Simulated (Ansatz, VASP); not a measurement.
**One calculation of HfRu3, two programs**

```
CELL_PARAMETERS angstrom
3.95577 0.00000 0.00000
0.00000 3.95577 0.00000
0.00000 0.00000 3.95577
ATOMIC_POSITIONS crystal
Hf 0.00000 0.00000 0.00000
Ru 0.00000 0.50000 0.50000
Ru 0.50000 0.00000 0.50000
Ru 0.50000 0.50000 0.00000
```

Alike in both runs: functional PBEsol; k mesh 7 × 7 × 7; occupations fermi-dirac, width 0.05 eV; non-collinear spin, spin-orbit coupling.

|  | VASP | Ansatz |
| --- | --- | --- |
| version | VASP 6.6.1 | Ansatz 0.2.0 |
| potentials or method | VASP PAW PBE potentials, release 64 (Hf_pv, Ru_pv) | Ansatz PAW |
| plane-wave cutoff (eV) | 520 | 420 |
| valence electrons in the cell | 52 | 74 |
| task | single point | band structure |

```tsv
	VASP	Ansatz	Ansatz less VASP
pressure (GPa)	-10.4	-9.7	+0.66
net moment per atom (μB)	0.00	0.00	0.000
```

VASP's potentials were made for PBE, not for PBEsol. VASP's potentials hold 52 valence electrons a cell and Ansatz's 74, so a difference there can come from the potentials and not from the codes.
